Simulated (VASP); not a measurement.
# Rb (Im-3m) in VASP: single point with r2SCAN

Aim: the single point of Rb with r2SCAN.

All numbers are computed with VASP 6.6.1; they aren't measurements. Logs are shortened: lines on timing, memory, paths and dates and some standing lists are left out, and cuts for length are marked.

### Step 1. The cell of the first run

The structure is cubic, space group Im-3m (No. 229). The conventional cell has a = 5.676 Å, b = 5.676 Å, c = 5.676 Å, α = 90.00°, β = 90.00°, γ = 90.00°.

### Step 2. Single point, r2SCAN (91.44 Å³/atom)

File POSCAR:

```
Rb
1.0
   -2.8380414842      2.8380414842      2.8380414842
    2.8380414842     -2.8380414842      2.8380414842
    2.8380414842      2.8380414842     -2.8380414842
Rb
1
Direct
    0.0000000000      0.0000000000      0.0000000000
```

File INCAR.step1:

```
SYSTEM = Rb
ALGO = Normal ; EDIFF = 1E-4
ENCUT = 520 ; GGA = PE
ISMEAR = 0 ; LASPH = .True.
LCHARG = .False. ; LREAL = .False.
LWAVE = .True. ; NBANDS = 10
NELM = 80 ; PREC = Accurate
SIGMA = 0.1
```

File INCAR.step2:

```
SYSTEM = Rb
ALGO = Normal ; EDIFF = 1E-6
ENCUT = 520 ; ISIF = 2
ISMEAR = 0 ; ISTART = 1
LASPH = .True. ; LCHARG = .False.
LMIXTAU = .True. ; LREAL = .False.
LWAVE = .False. ; METAGGA = R2SCAN
NBANDS = 10 ; NELM = 80
PREC = Accurate ; SIGMA = 0.1
```

File KPOINTS:

```
k-points
0
Gamma
  10 10 10
  0 0 0
```

Potentials or basis: VASP PAW PBE potentials, release 64 (Rb_sv).

On the command line:

```sh
$ cat potpaw_PBE.64/Rb_sv/POTCAR > POTCAR
$ cp INCAR.step1 INCAR
$ mpirun -np 1 vasp_std > vasp.out
$ cp INCAR.step2 INCAR
$ mpirun -np 1 vasp_std > vasp.out
```

OUTCAR:

```text
SYSTEM = Rb
   EDIFF = 1E-6
   ENCUT = 520
   ISIF = 2
   ISMEAR = 0
   ISTART = 1
   LASPH = .True.
   LREAL = .False.
   METAGGA = R2SCAN
   NELM = 80
   PREC = Accurate

 ion  position               nearest neighbor table
   1  0.000  0.000  0.000-

  LATTYP: Found a body centered cubic cell.
 ALAT       =     5.6760829684

  Lattice vectors:

 A1 = (  -2.8380414842,   2.8380414842,   2.8380414842)
 A2 = (   2.8380414842,  -2.8380414842,   2.8380414842)
 A3 = (   2.8380414842,   2.8380414842,  -2.8380414842)

Analysis of symmetry for initial positions (statically):
=====================================================================
 Subroutine PRICEL returns:
 Original cell was already a primitive cell.

 Routine SETGRP: Setting up the symmetry group for a
 body centered cubic supercell.

 Subroutine GETGRP returns: Found 48 space group operations
 (whereof 48 operations were pure point group operations)
 out of a pool of 48 trial point group operations.

The static configuration has the point symmetry O_h .

Analysis of symmetry for dynamics (positions and initial velocities):
=====================================================================
 Subroutine PRICEL returns:
 Original cell was already a primitive cell.

 Routine SETGRP: Setting up the symmetry group for a
 body centered cubic supercell.

 Subroutine GETGRP returns: Found 48 space group operations
 (whereof 48 operations were pure point group operations)
 out of a pool of 48 trial point group operations.

The dynamic configuration has the point symmetry O_h .

 Subroutine INISYM returns: Found 48 space group operations
 (whereof 48 operations are pure point group operations),
 and found     1 'primitive' translations

----------------------------------------------------------------------------------------

                                     Primitive cell

  volume of cell :      91.4358

  direct lattice vectors                    reciprocal lattice vectors
    -2.838041484  2.838041484  2.838041484     0.000000000  0.176177833  0.176177833
     2.838041484 -2.838041484  2.838041484     0.176177833  0.000000000  0.176177833
     2.838041484  2.838041484 -2.838041484     0.176177833  0.176177833  0.000000000

  length of vectors
     4.915632045  4.915632045  4.915632045     0.249153081  0.249153081  0.249153081

  position of ions in fractional coordinates (direct lattice)
     0.000000000  0.000000000  0.000000000

  ion indices of the primitive-cell ions
   primitive index   ion index
                 1           1

----------------------------------------------------------------------------------------

 KPOINTS: k-points

Automatic generation of k-mesh.
 Grid dimensions read from file:
 generate k-points for:   10   10   10

 Generating k-lattice:

  Cartesian coordinates                     Fractional coordinates (reciprocal lattice)
     0.000000000  0.017617783  0.017617783     0.100000000  0.000000000  0.000000000
     0.017617783  0.000000000  0.017617783     0.000000000  0.100000000  0.000000000
     0.017617783  0.017617783  0.000000000     0.000000000  0.000000000  0.100000000

  Length of vectors
     0.024915308  0.024915308  0.024915308

  Shift w.r.t. Gamma in fractional coordinates (k-lattice)
     0.000000000  0.000000000  0.000000000

 Subroutine IBZKPT returns following result:
 ===========================================

 Found     47 irreducible k-points:

 Following reciprocal coordinates:
            Coordinates               Weight
  0.000000  0.000000  0.000000      1.000000
  0.100000  0.000000  0.000000     12.000000
  0.200000  0.000000  0.000000     12.000000
  0.300000  0.000000  0.000000     12.000000
  0.400000  0.000000  0.000000     12.000000
  0.500000  0.000000  0.000000      6.000000
[... 16 lines left out ...]
  0.300000  0.300000  0.100000      8.000000
 -0.300000  0.300000  0.100000     24.000000
 [... further k-points ...]
   k-points           NKPTS =     47   k-points in BZ     NKDIM =     47   number of bands    NBANDS=     10
   number of dos      NEDOS =    301   number of ions     NIONS =      1
   total plane-waves  NPLWV =  64000
   dimension x,y,z NGX =    40 NGY =   40 NGZ =   40
   dimension x,y,z NGXF=    80 NGYF=   80 NGZF=   80
   ions per type =               1
   NGX,Y,Z   is equivalent  to a cutoff of  13.53, 13.53, 13.53 a.u.
   NGXF,Y,Z  is equivalent  to a cutoff of  27.06, 27.06, 27.06 a.u.
 SYSTEM =  Rb
   PREC   = accura    normal or accurate (medium, high low for compatibility)
   ISTART =      1    job   : 0-new  1-cont  2-samecut
   ICHARG =      0    charge: 1-file 2-atom 10-const
   ISPIN  =      1    spin polarized calculation?
   LNONCOLLINEAR =      F non collinear calculations
   LSORBIT =      F    spin-orbit coupling
   LASPH  =      T    aspherical Exc in radial PAW
   ENCUT  =  520.0 eV  38.22 Ry    6.18 a.u.   9.14  9.14  9.14*2*pi/ulx,y,z
   NELM   =     80;   NELMIN=  2; NELMDL=  0     # of ELM steps
   EDIFF  = 0.1E-05   stopping-criterion for ELM
   LREAL  =      F    real-space projection
   EDIFFG = 0.1E-04   stopping-criterion for IOM
   NSW    =      0    number of steps for IOM
   IBRION =     -1    ionic relax: 0-MD 1-quasi-New 2-CG
   NFREE  =      0    steps in history (QN), initial steepest desc. (CG)
   ISIF   =      2    stress and relaxation
   ISYM   =      2    0-nonsym 1-usesym 2-fastsym
   POTIM  = 0.5000    time-step for ionic-motion
   TEBEG  =    0.0;   TEEND  =   0.0 temperature during run
   PSTRESS=    0.0 pullay stress
   NELECT =       9.0000    total number of electrons
   NUPDOWN=      -1.0000    fix difference up-down
   EMIN   =  10.00;   EMAX   =-10.00  energy-range for DOS
   EFERMI =   0.00;   METHOD = LEGACY
   ISMEAR =     0;   SIGMA  =   0.10  broadening in eV -4-tet -1-fermi 0-gaus
   EFERMI_NEDOS =   21; number of points for ismear=-14 and -15
   IALGO  =     38    algorithm
   IMIX   =      4    mixing-type and parameters
     AMIX     =   0.40;   BMIX     =  1.00
     AMIX_MAG =   1.60;   BMIX_MAG =  1.00
  volume/ion in A,a.u.               =      91.44       617.04
  Fermi-wavevector in a.u.,A,eV,Ry     =   0.755875  1.428398  7.773658  0.571348
  Thomas-Fermi vector in A             =   1.853869
   LORBIT       =      0    0 simple, 1 ext, 2 COOP (PROOUT), +10 PAW based schemes
   METAGGA = R2SCAN    functional components
   LHFCALC =     F    Hartree Fock is set to
   AEXX    =    0.0000 exact exchange contribution
   IVDW    =     0    specifies the selected vdW correction
   LEPSILON=     F    determine dielectric tensor
   LRPA    =     F    only Hartree local field effects (RPA)
 non-spin polarized calculation
 Gauss-broadening in eV      SIGMA  =   0.10
  energy-cutoff  :      520.00
  volume of cell :       91.44
 maximum number of plane-waves:      2491
 NGX is ok and might be reduce to    40
   NGX = 19   NGY = 19   NGZ = 19

 number of electron       9.0000000 magnetization

 Free energy of the ion-electron system (eV)
  ---------------------------------------------------
  ext. energy  EPLUGINS =         0.00000000
  ---------------------------------------------------
  free energy    TOTEN  =       -13.91752224 eV

  energy without entropy =      -13.91185060  energy(sigma->0) =      -13.91468642

 E-fermi :   0.0643     XC(G=0):  -5.7114

 val. band max:        0.0602064841   @ k =   0.3000   0.2000   0.0000
 cond. band min:       0.1410790343   @ k =  -0.4000   0.4000   0.2000
 fundamental gap:      0.0808725502
 Fermi energy:         0.0642633033

 k-point     1 :       0.0000    0.0000    0.0000
  band No.  band energies     occupation
      1     -30.0211      2.00000
      2     -13.5109      2.00000
      3     -13.5109      2.00000
      4     -13.5109      2.00000
      5      -2.0254      2.00000
      6       4.1687      0.00000
      7       4.1688      0.00000
      8       4.1688      0.00000
      9       5.1425      0.00000
     10       5.1425      0.00000

 k-point     2 :       0.1000    0.0000    0.0000
  band No.  band energies     occupation
      1     -30.0207      2.00000
      2     -13.5203      2.00000
      3     -13.5139      2.00000
      4     -13.5109      2.00000
      5      -1.9009      2.00000
      6       3.9314      0.00000
      7       3.9785      0.00000
      8       4.2822      0.00000
      9       4.8931      0.00000
     10       5.0789      0.00000

 k-point     3 :       0.2000    0.0000    0.0000
  band No.  band energies     occupation
      1     -30.0196      2.00000
      2     -13.5448      2.00000
      3     -13.5217      2.00000
      4     -13.5109      2.00000
      5      -1.5381      2.00000
      6       3.1752      0.00000
      7       3.5961      0.00000
      8       4.6178      0.00000
      9       4.8933      0.00000
     10       4.9992      0.00000

 k-point     4 :       0.3000    0.0000    0.0000
  band No.  band energies     occupation
      1     -30.0182      2.00000
      2     -13.5746      2.00000
      3     -13.5314      2.00000
      4     -13.5110      2.00000
      5      -0.9691      2.00000
      6       2.3074      0.00000
      7       3.2431      0.00000
      8       5.0152      0.00000
      9       5.0403      0.00000
     10       5.1606      0.00000

 k-point     5 :       0.4000    0.0000    0.0000
  band No.  band energies     occupation
      1     -30.0171      2.00000
      2     -13.5984      2.00000
      3     -13.5392      2.00000
      4     -13.5111      2.00000
      5      -0.2488      1.99999
      6       1.4609      0.00000
      7       3.0109      0.00000
      8       4.9473      0.00000
      9       5.2562      0.00000
     10       5.8832      0.00000

 k-point     6 :       0.5000    0.0000    0.0000
  band No.  band energies     occupation
      1     -30.0167      2.00000
      2     -13.6073      2.00000
      3     -13.5421      2.00000
      4     -13.5111      2.00000
      5       0.4104      0.00000
      6       0.7731      0.00000
      7       2.9309      0.00000
      8       4.8452      0.00000
      9       5.5620      0.00000
     10       5.8209      0.00000
[... 183 lines left out ...]
 k-point    21 :       0.3000    0.2000    0.1000
  band No.  band energies     occupation
      1     -30.0166      2.00000
      2     -13.5869      2.00000
      3     -13.5534      2.00000
      4     -13.5278      2.00000
      5       0.6088      0.00000
      6       1.3428      0.00000
      7       2.0122      0.00000
      8       4.1216      0.00000
      9       5.6154      0.00000
     10       5.8562      0.00000

 k-point    22 :      -0.2000    0.2000    0.1000
  band No.  band energies     occupation
      1     -30.0192      2.00000
      2     -13.5448      2.00000
      3     -13.5249      2.00000
      4     -13.5184      2.00000
      5      -1.4201      2.00000
      6       3.2032      0.00000
      7       3.5908      0.00000
      8       4.1120      0.00000
      9       4.6200      0.00000
     10       5.5731      0.00000

 k-point    23 :       0.3000    0.3000    0.1000
  band No.  band energies     occupation
      1     -30.0164      2.00000
      2     -13.5712      2.00000
      3     -13.5712      2.00000
      4     -13.5308      2.00000
      5       1.2134      0.00000
      6       1.2134      0.00000
      7       1.5377      0.00000
      8       3.8730      0.00000
      9       5.7394      0.00000
     10       5.7394      0.00000

 k-point    24 :      -0.3000    0.3000    0.1000
  band No.  band energies     occupation
      1     -30.0179      2.00000
      2     -13.5733      2.00000
      3     -13.5347      2.00000
      4     -13.5181      2.00000
      5      -0.8584      2.00000
      6       2.3421      0.00000
      7       3.2772      0.00000
      8       4.1795      0.00000
      9       5.1503      0.00000
     10       5.6331      0.00000

 [... further k-points ...]
[... 5 lines left out ...]
  --------------------------------------------------------------------------------------
  -------------------------------------------------------------------------------------
  Total        0.0641235      0.0641235      0.0641235     -0.0000000     -0.0000000     -0.0000000
  in kB        1.1235997      1.1235997      1.1235997     -0.0000000     -0.0000000     -0.0000000
  external PRESSURE =       1.1235997 kB  Pullay stress =       0.0000000 kB

 VOLUME and BASIS-vectors are now :
 -----------------------------------------------------------------------------
  energy-cutoff  :      520.00
  volume of cell :       91.44
      direct lattice vectors                 reciprocal lattice vectors
    -2.838041484  2.838041484  2.838041484     0.000000000  0.176177833  0.176177833
     2.838041484 -2.838041484  2.838041484     0.176177833  0.000000000  0.176177833
     2.838041484  2.838041484 -2.838041484     0.176177833  0.176177833  0.000000000

 POSITION                                       TOTAL-FORCE (eV/Angst)
 -----------------------------------------------------------------------------------
      0.00000      0.00000      0.00000         0.000000      0.000000      0.000000
 -----------------------------------------------------------------------------------
    total drift:                               -0.000000      0.000000     -0.000000

  FREE ENERGIE OF THE ION-ELECTRON SYSTEM (eV)
  ---------------------------------------------------
  free  energy   TOTEN  =       -13.9175222374 eV

  energy  without entropy=      -13.9118506014  energy(sigma->0) =      -13.91468642
```

It took 96 s on 1 thread of Intel Xeon Platinum 8488C (Sapphire Rapids), shared host; peak memory 0.26 GiB.

What came out:

```yaml
Free_energy: -13.9175 eV
Pressure: 0.1 GPa
Band_gap_on_the_k_mesh: zero (an odd number of electrons rules out a gap without spin polarisation)
```

Levels at points of the mesh, in eV from the Fermi level:
```csv
k point,band 2,band 3,band 4,band 5,band 6,band 7,band 8,band 9
"(0.00, 0.00, 0.00)",-13.58,-13.58,-13.58,-2.09,4.10,4.10,4.10,5.08
"(0.50, 0.00, 0.00)",-13.67,-13.61,-13.58,0.35,0.71,2.87,4.78,5.50
"(0.50, 0.50, 0.50)",-13.64,-13.64,-13.64,1.31,1.31,3.50,3.50,3.50
```

Caveat: the PAW data sets were made with another functional, which shifts forces and pressure a little.

The gap in the log of VASP goes by the Fermi energy; the results here count the filled bands.